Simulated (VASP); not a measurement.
W, 1 atom in the cell. The structure is cubic, space group Im-3m (No. 229). The conventional cell has a = 3.184 Å, b = 3.184 Å, c = 3.184 Å, α = 90.00°, β = 90.00°, γ = 90.00°. Within 3.6 Å of W (site symmetry m-3m) lie 14 W at 2.76 to 3.18 Å. 

| Property | Result |
| --- | --- |
| Program | VASP 6.6.1 |
| Task | relaxation of cell and atoms |
| Functional | PBE |
| Potentials or basis | VASP PAW PBE potentials, release 64 (W_sv) |
| Cutoff | 600 eV |
| k mesh | 18 × 18 × 18 |
| Occupations | fermi-dirac, width 0.05 eV |
| Spin | no spin polarisation |
| Dipole correction | no |
| Further INCAR settings | ALGO = Normal; EDIFF = 1e-07; IBRION = 2; EDIFFG = -0.005; NSW = 60; ISIF = 3 |

Potentials or basis: VASP PAW PBE potentials, release 64 (W_sv).

Launch:

```bash
$ cat potpaw_PBE.64/W_sv/POTCAR > POTCAR
$ mpirun -np 1 vasp_std > vasp.out
```

Hardware: 1 thread of Intel Xeon 8259CL, with other jobs on the host.

Problem. Estimate the wall time of this run.

Solution. Run time: 57 s on 1 thread of Intel Xeon 8259CL, with other jobs on the host, peak memory 0.18 GiB. Counts: scf iterations 27, k points 195, ion steps 3.
